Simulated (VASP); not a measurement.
The system is BeS.

```xyz
2
Lattice="0.0000 2.4131 2.4343 2.4131 0.0000 2.4343 2.4131 2.4131 0.0000" Properties=species:S:1:pos:R:3 pbc="T T T"
Be    0.0000    0.0000    0.0000
S     1.2066    1.2066    1.2172
```

This cell differs from its parent crystal: biaxial xy strain -0.9%.

Base run:

| Quantity | Value |
| --- | --- |
| Program | VASP 6.6.1 |
| Functional | r2SCAN |
| Potentials or basis | VASP PAW PBE potentials, release 64 (Be, S) |
| Cutoff | 520 eV |
| k mesh | 10 × 10 × 10 |
| Occupations | gaussian, width 0.01 eV |
| Spin | no spin polarisation |

Its results: band gap on the k mesh 3.52 eV, indirect (least direct gap 6.23 eV); pressure 2.0 GPa.

Task: The run is repeated on the same cell with these changes: functional from r2SCAN to HSE06; k mesh from 10 × 10 × 10 to 6 × 6 × 6. What comes out?

Result: Band gap on the k mesh 4.00 eV, indirect (least direct gap 6.84 eV); pressure 0.7 GPa.

Several settings changed at once, so the effect can't be laid on one alone.

Caveats: the PAW data sets were made with another functional, which shifts forces and pressure a little.

A k mesh can miss the band edges.
